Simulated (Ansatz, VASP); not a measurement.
## BP in VASP and in Ansatz

```xyz
2
Lattice="0.0000 2.3371 2.2690 2.3371 0.0000 2.2690 2.3371 2.3371 0.0000" Properties=species:S:1:pos:R:3 pbc="T T T"
B     0.0000    0.0000    0.0000
P     3.5056    3.5056    3.4035
```

Change from the starting cell: equal xx and yy strain of +3 %.

Alike in both runs: task single point; functional PBE; k mesh 15 × 15 × 15; occupations fermi-dirac, width 0.05 eV; no spin polarisation.

|  | VASP | Ansatz |
| --- | --- | --- |
| version | VASP 6.6.1 | Ansatz 0.2.0 |
| potentials or method | VASP PAW PBE potentials, release 64 (B, P), cutoff 520 eV | all-electron LAPW, scalar-relativistic |

|  | VASP | Ansatz | Ansatz less VASP |
| --- | --- | --- | --- |
| pressure (GPa) | -7.9 | -7.7 | +0.16 |
| traceless stress, the component that is largest in VASP (GPa) | 4.82 | 4.82 | -0.003 |

Ansatz ran all-electron here, and VASP with PAW potentials.
